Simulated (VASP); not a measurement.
Input of a VASP 6.6.1 run:

File INCAR:

```
PREC = Accurate ; ENCUT = 520
EDIFF = 1E-8 ; ISMEAR = -1
SIGMA = 0.05 ; LREAL = False
LASPH = True ; NELM = 60
ALGO = Normal ; ISIF = 2
LWAVE = False ; LCHARG = False
LEFG = True ; NBANDS = 19
```

File KPOINTS:

```
Automatic mesh
0
Gamma
  14 14 7
```

File POSCAR:

```
Zn
1.0
    2.6647980532      0.0000000000      0.0000000000
   -1.3323990266      2.3077828100      0.0000000000
    0.0000000000      0.0000000000      4.9467000000
Zn
2
Direct
    0.3333333333      0.6666666667      0.2500000000
    0.6666666667      0.3333333333      0.7500000000
```

Potentials or basis: VASP PAW LDA potentials, release 64 (Zn).

The run is started by

```console
$ cat potpaw_LDA.64/Zn/POTCAR > POTCAR
$ mpirun -np 1 vasp_std > vasp.out
```

**Question.** Estimate the band gap on the k mesh.

**Answer.** Zero (bands 12 and 13 overlap by 4.48 eV).

**Question.** What does it give for the pressure?

**Answer.** -8.4 GPa.

Electric field gradients, principal values (V/Å²):
```
atom    least   middle  greatest (by size)
1 Zn  -19.903  -19.916              39.818
2 Zn  -19.903  -19.916              39.818
```

Caveat: the cell stands under tension; without QUAD_EFG the Cq values of the log hold for a quadrupole moment of 1 mb, not for the nuclei.
